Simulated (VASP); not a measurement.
# Si7O16 (a cell with a defect) in VASP: further runs, part 3 of 4

VASP 6.6.1. Earlier steps stand in the parts before.

## Step 4: Single point, PBE

Contents of INCAR:

```
SYSTEM = Si7O16
  PREC = Accurate
  ENCUT = 520
  EDIFF = 1E-6
  ISMEAR = 0
  SIGMA = 0.02
  LREAL = Auto
  LASPH = .TRUE.
  NELM = 60
  ALGO = Normal
  ISIF = 2
  LWAVE = .FALSE.
  LCHARG = .FALSE.
  GGA = PE
  NBANDS = 79
```

Contents of KPOINTS:

```
regular mesh
0
G
  2 2 2
  0 0 0
```

Contents of POSCAR:

```
Si7O16
1.0
   -4.1501000000     -4.1501000000      0.0000000000
    4.1501000000     -4.1501000000      0.0000000000
    0.0000000000      0.0000000000      5.3150000000
Si O
7 16
Direct
    0.4989890605      0.4988589432     -0.0006118532
   -0.0010323848      0.4987324402      0.2467954845
    0.4990173731      0.4988552083      0.4993806209
   -0.0010414207      0.4986609961      0.7519877705
    0.4991762849     -0.0012352714      0.2499486359
   -0.0008320281     -0.0012259946      0.4994679210
    0.4991566468     -0.0012252717      0.7489066792
    0.1956452857      0.4987353317     -0.0005873942
   -0.0008263656      0.2048065107      0.2645971778
    0.8023510277      0.4987412352     -0.0005864534
   -0.0008391364      0.7927636683      0.2645019755
    0.1976700561      0.4987312354      0.4993768579
   -0.0008457628      0.2047068745      0.7343917215
    0.8003940869      0.4987134045      0.4993561618
   -0.0008517867      0.7926524662      0.7342809031
    0.6854890244     -0.0011696104     -0.0005555974
    0.4990039999      0.6929212549      0.2509571025
    0.3128401725     -0.0011243103     -0.0005571025
    0.4990123130      0.3046962724      0.2509930386
    0.6936505144     -0.0011872003      0.4994075259
    0.4990041204      0.6929307728      0.7478327375
    0.3046883208     -0.0011749114      0.4994107244
    0.4990272524      0.3047189224      0.7478063970
```

Potentials or basis: VASP PAW PBE potentials, release 64 (Si, O).

Command:

```bash
$ cat potpaw_PBE.64/Si/POTCAR potpaw_PBE.64/O/POTCAR > POTCAR
$ mpirun -np 1 vasp_std > vasp.out
```

OUTCAR:

```text
SYSTEM = Si7O16
   PREC = Accurate
   ENCUT = 520
   EDIFF = 1E-6
   ISMEAR = 0
   LREAL = Auto
   LASPH = .TRUE.
   NELM = 60
   ISIF = 2
   GGA = PE

 ion  position               nearest neighbor table
   1  0.499  0.499  0.999-  21 1.76  17 1.76  23 1.76  19 1.76   8 1.78  10 1.78   3 2.66   3 2.66

   2  0.999  0.499  0.247-   9 1.73  11 1.73  10 1.75   8 1.75  14 1.78  12 1.78   4 2.63   4 2.69

   3  0.499  0.499  0.499-  17 1.74  21 1.74  19 1.74  23 1.74  12 1.77  14 1.77   1 2.66   1 2.66

   4  0.999  0.499  0.752-  13 1.73  15 1.73  10 1.75   8 1.75  14 1.78  12 1.78   2 2.63   2 2.69

   5  0.499  0.999  0.250-  16 1.72  18 1.72  20 1.75  22 1.75  17 1.80  19 1.80   7 2.65   7 2.66

   6  0.999  0.999  0.499-  13 1.74   9 1.74  15 1.74  11 1.74  20 1.79  22 1.79
   7  0.499  0.999  0.749-  18 1.72  16 1.72  22 1.75  20 1.75  21 1.80  23 1.80   5 2.65   5 2.66

   8  0.196  0.499  0.999-   2 1.75   4 1.75   1 1.78
   9  0.999  0.205  0.265-   2 1.73   6 1.74
  10  0.802  0.499  0.999-   2 1.75   4 1.75   1 1.78
  11  0.999  0.793  0.265-   2 1.73   6 1.74
  12  0.198  0.499  0.499-   3 1.77   2 1.78   4 1.78
  13  0.999  0.205  0.734-   4 1.73   6 1.74
  14  0.800  0.499  0.499-   3 1.77   2 1.78   4 1.78
  15  0.999  0.793  0.734-   4 1.73   6 1.74
  16  0.685  0.999  0.999-   5 1.72   7 1.72
  17  0.499  0.693  0.251-   3 1.74   1 1.76   5 1.80
  18  0.313  0.999  0.999-   5 1.72   7 1.72
  19  0.499  0.305  0.251-   3 1.74   1 1.76   5 1.80
  20  0.694  0.999  0.499-   5 1.75   7 1.75   6 1.79
  21  0.499  0.693  0.748-   3 1.74   1 1.76   7 1.80
  22  0.305  0.999  0.499-   5 1.75   7 1.75   6 1.79
  23  0.499  0.305  0.748-   3 1.74   1 1.76   7 1.80

  LATTYP: Found a simple tetragonal cell.
 ALAT       =     5.8691277052
 C/A-ratio  =     0.9055860201

  Lattice vectors:

 A1 = (  -4.1501000000,  -4.1501000000,   0.0000000000)
 A2 = (   4.1501000000,  -4.1501000000,   0.0000000000)
 A3 = (   0.0000000000,   0.0000000000,   5.3150000000)

Analysis of symmetry for initial positions (statically):
[... 175 lines left out ...]
   GGA     = PE    functional components
   LHFCALC =     F    Hartree Fock is set to
   AEXX    =    0.0000 exact exchange contribution
   IVDW    =     0    specifies the selected vdW correction
   LEPSILON=     F    determine dielectric tensor
   LRPA    =     F    only Hartree local field effects (RPA)
 non-spin polarized calculation
 Gauss-broadening in eV      SIGMA  =   0.02
  energy-cutoff  :      520.00
  volume of cell :      183.08
 maximum number of plane-waves:      4948
 NGX is ok and might be reduce to    48
   NGX = 21   NGY = 21   NGZ = 19

 number of electron     123.9999936 magnetization

 Free energy of the ion-electron system (eV)
  ---------------------------------------------------
  ext. energy  EPLUGINS =         0.00000000
  ---------------------------------------------------
  free energy    TOTEN  =      -165.24969136 eV

  energy without entropy =     -165.24421001  energy(sigma->0) =     -165.24695068

 E-fermi :   6.5604     XC(G=0): -12.0501

 val. band max:        6.5562786691   @ k =   0.0000   0.0000   0.5000
 cond. band min:       6.5640745810   @ k =   0.5000   0.0000   0.5000
 fundamental gap:      0.0077959119
 Fermi energy:         6.5603865320

 k-point     1 :       0.0000    0.0000    0.0000
  band No.  band energies     occupation
      1     -15.5475      2.00000
      2     -13.8925      2.00000
      3     -13.2706      2.00000
      4     -13.0037      2.00000
      5     -12.8488      2.00000
      6     -12.4974      2.00000
[... 605 lines left out ...]
     73      17.9003      0.00000
     74      17.9239      0.00000
 [bands above 74 left out]

------------------------ aborting loop because EDIFF is reached ----------------------------------------

  FORCE on cell =-STRESS in cart. coord.  units (eV):
  Direction    XX          YY          ZZ          XY          YZ          ZX
  --------------------------------------------------------------------------------------
  -------------------------------------------------------------------------------------
  Total       17.7317293     17.7353533     21.8148606      0.4824495     -0.0044395      0.0035907
  in kB      155.1712601    155.2029741    190.9029488      4.2219399     -0.0388499      0.0314221
  external PRESSURE =     167.0923943 kB  Pullay stress =       0.0000000 kB

 VOLUME and BASIS-vectors are now :
 -----------------------------------------------------------------------------
  energy-cutoff  :      520.00
  volume of cell :      183.08
      direct lattice vectors                 reciprocal lattice vectors
    -4.150100000 -4.150100000  0.000000000    -0.120479025 -0.120479025  0.000000000
     4.150100000 -4.150100000  0.000000000     0.120479025 -0.120479025  0.000000000
     0.000000000  0.000000000  5.315000000     0.000000000  0.000000000  0.188146754

 POSITION                                       TOTAL-FORCE (eV/Angst)
 -----------------------------------------------------------------------------------
     -0.00054     -4.14117      5.31175        -0.009337      0.009164      0.002471
     -2.07603     -6.21560      1.31172         0.001620     -0.012397     -0.009650
     -0.00067     -4.14127      2.65421        -0.010754      0.004675      0.002207
     -2.07629     -6.21527      3.99682        -0.002101     -0.008750      0.012173
      2.07334     -6.21661      1.32848         0.011751     -0.006369      0.041270
     -0.00164     -8.29166      2.65467        -0.003924      0.000172     -0.003522
[... 15 lines left out ...]
      2.88074     -5.40971      2.65437         0.009129      0.016534      0.002838
     -0.80640     -3.33563      3.97459        -0.009683      0.007664      0.003085
 -----------------------------------------------------------------------------------
    total drift:                               -0.009461     -0.000144     -0.005757

  FREE ENERGIE OF THE ION-ELECTRON SYSTEM (eV)
  ---------------------------------------------------
  free  energy   TOTEN  =      -165.2496913575 eV

  energy  without entropy=     -165.2442100090  energy(sigma->0) =     -165.24695068
```

stdout:

```text
POSCAR found type information on POSCAR SiO
 POSCAR found :  2 types and      23 ions
 scaLAPACK will be used
 LDA part: xc-table for (Slater+PW92), standard interpolation
 POSCAR, INCAR and KPOINTS ok, starting setup
 FFT: planning ... GRIDC
 FFT: planning ... GRID_SOFT
 FFT: planning ... GRID
 WAVECAR not read
 entering main loop
```

Wall time 3.6 min (1 thread of Intel Xeon Platinum 8259CL at 2.50GHz (Skylake/Cascade Lake), shared host); peak memory 0.31 GiB.

What came out:

```yaml
Free_energy: -165.2497 eV
Pressure: 16.7 GPa
Largest_force: 0.043 eV/Å
Band_gap_on_the_k_mesh: zero (band 62 reaches 6.68 eV, above the bottom of band 63 at 6.41 eV)
```

Forces in eV/Å, atoms in the order of the input:
```
Si  -0.009  0.009  0.002
Si   0.002 -0.012 -0.010
Si  -0.011  0.005  0.002
Si  -0.002 -0.009  0.012
Si   0.012 -0.006  0.041
Si  -0.004  0.000 -0.004
Si   0.009 -0.007 -0.041
O   -0.002 -0.004 -0.002
O   -0.006  0.011 -0.013
O    0.002  0.005 -0.004
O    0.005 -0.002 -0.010
O    0.000 -0.001  0.001
O   -0.004  0.006  0.011
O    0.010  0.008  0.005
O    0.006 -0.005  0.009
O   -0.020 -0.019 -0.004
O    0.009 -0.012  0.002
O    0.020  0.024 -0.002
O   -0.007  0.003 -0.004
O   -0.014 -0.008  0.003
O    0.007 -0.011 -0.001
O    0.009  0.017  0.003
O   -0.010  0.008  0.003
```

Caveat: the k points lie up to 0.59 Å⁻¹ apart.

## Step 5: Single point, PBE

Contents of INCAR:

```
PREC = Accurate
ENCUT = 520
EDIFF = 1E-7
ISMEAR = 0
SIGMA = 0.02
LREAL = Auto
LASPH = T
NELM = 60
ALGO = Normal
ISIF = 2
LWAVE = F
LCHARG = T
GGA = PE
LELF = T
LVHAR = T
NBANDS = 79
```

Contents of KPOINTS:

```
Automatic mesh
0
Gamma
  2 2 2
```

Contents of POSCAR:

```
Si7O16
1.0
   -4.1501000000     -4.1501000000      0.0000000000
    4.1501000000     -4.1501000000      0.0000000000
    0.0000000000      0.0000000000      5.3150000000
Si O
7 16
Direct
    0.5000000000      0.5000000000      0.0000000000
    0.0000000000      0.5000000000      0.2525476952
    0.5000000000      0.5000000000      0.5000000000
    0.0000000000      0.5000000000      0.7474523048
    0.5000000000      0.0000000000      0.2494824083
    0.0000000000      0.0000000000      0.0000000000
    0.5000000000      0.0000000000      0.7505175917
    0.1986238886      0.5000000000      0.0000000000
    0.0000000000      0.2060227464      0.2348869238
    0.8013761114      0.5000000000      0.0000000000
    0.0000000000      0.7939772536      0.2348869238
    0.1966220091      0.5000000000      0.5000000000
    0.0000000000      0.2060227464      0.7651130762
    0.8033779909      0.5000000000      0.5000000000
    0.0000000000      0.7939772536      0.7651130762
    0.6944926628      0.0000000000      0.0000000000
    0.5000000000      0.6940847209      0.2484383819
    0.3055073372      0.0000000000      0.0000000000
    0.5000000000      0.3059152791      0.2484383819
    0.6861147924      0.0000000000      0.5000000000
    0.5000000000      0.6940847209      0.7515616181
    0.3138852076      0.0000000000      0.5000000000
    0.5000000000      0.3059152791      0.7515616181
```

Command:

```bash
$ cat potpaw_PBE.64/Si/POTCAR potpaw_PBE.64/O/POTCAR > POTCAR
$ mpirun -np 1 vasp_std > vasp.out
```

Run time: 6.8 min. Hardware: 1 thread of AMD EPYC 7R43 (Zen 3), shared host; peak memory 0.27 GiB.

Results (log left out):

| Quantity | Value |
| --- | --- |
| Free energy | -165.2496 eV |
| Pressure | 16.7 GPa |
| Largest force | 0.060 eV/Å |
| Band gap on the k mesh | zero (band 62 reaches 6.68 eV, above the bottom of band 63 at 6.41 eV) |

Forces on the atoms (eV/Å):
```
Si   0.000  0.000  0.000
Si   0.000  0.000  0.021
Si   0.000  0.000  0.000
Si   0.000  0.000 -0.021
Si   0.000  0.000 -0.054
Si   0.000  0.000  0.000
Si   0.000  0.000  0.054
O   -0.006 -0.006  0.000
O   -0.005  0.005  0.012
O    0.006  0.006  0.000
O    0.005 -0.005  0.012
O   -0.006 -0.006  0.000
O   -0.005  0.005 -0.012
O    0.006  0.006  0.000
O    0.005 -0.005 -0.012
O   -0.011 -0.011  0.000
O    0.012 -0.012 -0.004
O    0.011  0.011  0.000
O   -0.012  0.012 -0.004
O   -0.043 -0.043  0.000
O    0.012 -0.012  0.004
O    0.043  0.043  0.000
O   -0.012  0.012  0.004
```

Stress tensor (GPa, compression positive):
```
15.54  0.45  0.00
 0.45 15.54  0.00
 0.00  0.00 19.12
```

Levels at points of the mesh, in eV from the Fermi level:
```csv
k point,band 59,band 60,band 61,band 62,band 63,band 64,band 65,band 66
"(0.00, 0.00, 0.00)",-0.56,-0.06,-0.04,0.03,0.22,0.71,6.79,7.61
"(0.50, 0.00, 0.00)",-0.38,-0.25,-0.06,-0.04,-0.04,0.10,7.73,8.04
"(0.00, 0.50, 0.00)",-0.54,-0.53,-0.42,-0.16,0.31,0.32,7.48,8.57
"(0.50, 0.50, 0.00)",-0.37,-0.30,-0.19,0.01,0.10,0.33,8.42,8.74
"(0.00, 0.00, 0.50)",-0.42,-0.26,-0.08,-0.08,0.00,0.09,8.47,8.49
"(0.50, 0.00, 0.50)",-0.66,-0.11,0.00,0.12,0.16,0.30,8.90,9.05
"(0.00, 0.50, 0.50)",-0.50,-0.13,-0.12,-0.11,-0.01,0.05,8.56,8.81
"(0.50, 0.50, 0.50)",-0.48,-0.45,-0.44,-0.36,-0.15,0.14,9.72,9.94
```

Caveat: the k points lie up to 0.59 Å⁻¹ apart.

## Step 6: Single point, PBE

Contents of INCAR:

```
  PREC = Accurate
  ENCUT = 520
  EDIFF = 1E-7
  ISMEAR = 0
  SIGMA = 0.02
  LREAL = Auto
  LASPH = True
  NELM = 80
  ALGO = Normal
  ISIF = 2
  LWAVE = False
  LCHARG = False
  GGA = PE
  NBANDS = 79
```

KPOINTS is that of step 5.

Contents of POSCAR:

```
Si7O16
1.0
   -4.1501000000     -4.1501000000      0.0000000000
    4.1501000000     -4.1501000000      0.0000000000
    0.0000000000      0.0000000000      5.3150000000
Si O
7 16
Direct
    0.4989890605      0.4988589432     -0.0006118532
   -0.0010323848      0.4987324402      0.2467954845
    0.4990173731      0.4988552083      0.4993806209
   -0.0010414207      0.4986609961      0.7519877705
    0.4991762849     -0.0012352714      0.2499486359
   -0.0008320281     -0.0012259946      0.4994679210
    0.4991566468     -0.0012252717      0.7489066792
    0.1956452857      0.4987353317     -0.0005873942
   -0.0008263656      0.2048065107      0.2645971778
    0.8023510277      0.4987412352     -0.0005864534
   -0.0008391364      0.7927636683      0.2645019755
    0.1976700561      0.4987312354      0.4993768579
   -0.0008457628      0.2047068745      0.7343917215
    0.8003940869      0.4987134045      0.4993561618
   -0.0008517867      0.7926524662      0.7342809031
    0.6854890244     -0.0011696104     -0.0005555974
    0.4990039999      0.6929212549      0.2509571025
    0.3128401725     -0.0011243103     -0.0005571025
    0.4990123130      0.3046962724      0.2509930386
    0.6936505144     -0.0011872003      0.4994075259
    0.4990041204      0.6929307728      0.7478327375
    0.3046883208     -0.0011749114      0.4994107244
    0.4990272524      0.3047189224      0.7478063970
```

Potentials or basis: VASP PAW PBE potentials, release 64 (Si, O).

Command:

```bash
$ cat potpaw_PBE.64/Si/POTCAR potpaw_PBE.64/O/POTCAR > POTCAR
$ mpirun -np 1 vasp_std > vasp.out
```

Wall time 9.5 min (1 thread of AMD EPYC 7R43 (Zen 3), shared host); peak memory 0.27 GiB.

Results (log left out):

| Quantity | Value |
| --- | --- |
| Free energy | -165.2497 eV |
| Pressure | 16.7 GPa |
| Largest force | 0.044 eV/Å |
| Band gap on the k mesh | zero (band 62 reaches 6.68 eV, above the bottom of band 63 at 6.41 eV) |

Forces on the atoms (eV/Å):
```
Si  -0.009  0.009  0.002
Si   0.001 -0.012 -0.010
Si  -0.011  0.005  0.002
Si  -0.003 -0.008  0.012
Si   0.011 -0.006  0.042
Si  -0.003  0.000 -0.001
Si   0.009 -0.008 -0.042
O   -0.002 -0.004 -0.002
O   -0.007  0.011 -0.013
O    0.002  0.005 -0.004
O    0.005 -0.003 -0.010
O    0.000 -0.001  0.001
O   -0.003  0.006  0.010
O    0.010  0.008  0.004
O    0.006 -0.004  0.008
O   -0.020 -0.019 -0.004
O    0.009 -0.012  0.002
O    0.020  0.024 -0.002
O   -0.007  0.004 -0.004
O   -0.014 -0.008  0.003
O    0.007 -0.011 -0.001
O    0.009  0.017  0.003
O   -0.010  0.008  0.003
```

Stress tensor (GPa, compression positive):
```
15.51  0.43  0.00
 0.43 15.51  0.00
 0.00  0.00 19.08
```

Levels at points of the mesh, in eV from the Fermi level:
| k point | band 60 | band 61 | band 62 | band 63 | band 64 | band 65 |
| --- | --- | --- | --- | --- | --- | --- |
| (0.00, 0.00, 0.00) | -0.06 | -0.04 | 0.03 | 0.21 | 0.71 | 6.79 |
| (0.50, 0.00, 0.00) | -0.25 | -0.06 | -0.04 | -0.04 | 0.10 | 7.73 |
| (0.00, 0.50, 0.00) | -0.54 | -0.42 | -0.16 | 0.31 | 0.32 | 7.48 |
| (0.50, 0.50, 0.00) | -0.29 | -0.19 | 0.01 | 0.10 | 0.33 | 8.41 |
| (0.00, 0.00, 0.50) | -0.26 | -0.09 | -0.09 | 0.00 | 0.08 | 8.47 |
| (0.50, 0.00, 0.50) | -0.11 | 0.00 | 0.12 | 0.16 | 0.29 | 8.90 |
| (0.00, 0.50, 0.50) | -0.13 | -0.12 | -0.12 | -0.01 | 0.05 | 8.56 |
| (0.50, 0.50, 0.50) | -0.45 | -0.44 | -0.36 | -0.15 | 0.14 | 9.72 |

Caveat: the k points lie up to 0.59 Å⁻¹ apart.

(Continued in part 4 of 4.)
